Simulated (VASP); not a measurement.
A run of VASP 6.6.1 is set up as follows.

INCAR

```
SYSTEM = MgO
PREC = Accurate
ENCUT = 840
EDIFF = 1E-6
ISMEAR = -1
SIGMA = 0.02
LREAL = .False.
LASPH = .True.
NELM = 120
ALGO = Normal
ISIF = 2
LWAVE = .False.
LCHARG = .False.
GGA = PE
NBANDS = 15
GGA_COMPAT = .False.
```

Contents of KPOINTS:

```
regular mesh
0
Gamma
  8 8 8
  0 0 0
```

File POSCAR:

```
MgO
1.0
    0.0035141667      2.1085000000      2.1085000000
    2.1085000000      0.0035141667      2.1085000000
    2.1120141667      2.1120141667      0.0000000000
Mg O
1 1
Direct
    0.0000000000      0.0000000000      0.0000000000
    0.5000000000      0.5000000000      0.5000000000
```

Potentials or basis: VASP PAW PBE potentials, release 64 (Mg_sv, O).

Run with:

```sh
$ cat potpaw_PBE.64/Mg_sv/POTCAR potpaw_PBE.64/O/POTCAR > POTCAR
$ mpirun -np 1 vasp_std > vasp.out
```

Question: Predict the pressure.

Answer: 4.2 GPa.

Question: Estimate the band gap on the k mesh.

Answer: 4.69 eV.

Stress tensor (GPa, compression positive):
```
 4.19 -0.48  0.00
-0.48  4.19  0.00
 0.00  0.00  4.19
```

Caveat: the cell stands under pressure. PBE gaps usually lie below the measured ones, often by a third to a half.
